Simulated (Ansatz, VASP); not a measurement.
## Ir: VASP beside Ansatz

```xyz
2
Lattice="2.7514 0.0172 0.0000 -1.3608 2.3742 0.0000 0.0000 0.0000 4.4623" Properties=species:S:1:pos:R:3 pbc="T T T"
Ir    1.3807    0.8029    3.3467
Ir    0.0099    1.5885    1.1156
```

Change from the starting cell: strain +0.0125 x Voigt [0, 0, 0, 0, 0, 1], atoms carried along.

Alike in both runs: task single point; functional PBEsol; k mesh 18 × 18 × 12; occupations gaussian, width 0.15 eV; no spin polarisation.

```csv
,VASP,Ansatz
version,VASP 6.6.1,Ansatz 0.2.0
potentials or method,"VASP PAW PBE potentials, release 64 (Ir), cutoff 520 eV","scalar-relativistic, plane waves, PAW"
valence electrons in the cell,18,34
```

```csv
,VASP,Ansatz,Ansatz less VASP
gap on the k mesh at the Fermi level (eV),none,none,-
pressure (GPa),-11.7,-12.4,-0.74
"traceless stress, the component that is largest in VASP (GPa)",-2.43,-2.43,+0.002
rms of the force components (eV/Å),0.009,0.008,-0.0005
```

VASP's potentials were made for PBE, not for PBEsol. Atom by atom the forces differ by 0.001 eV/Å (rms over components). A gap of «none» marks a metal or a gap that the smearing closes. VASP's potentials hold 18 valence electrons a cell and Ansatz's 34, so a difference there can come from the potentials and not from the codes.

Neither program's run includes spin-orbit coupling.
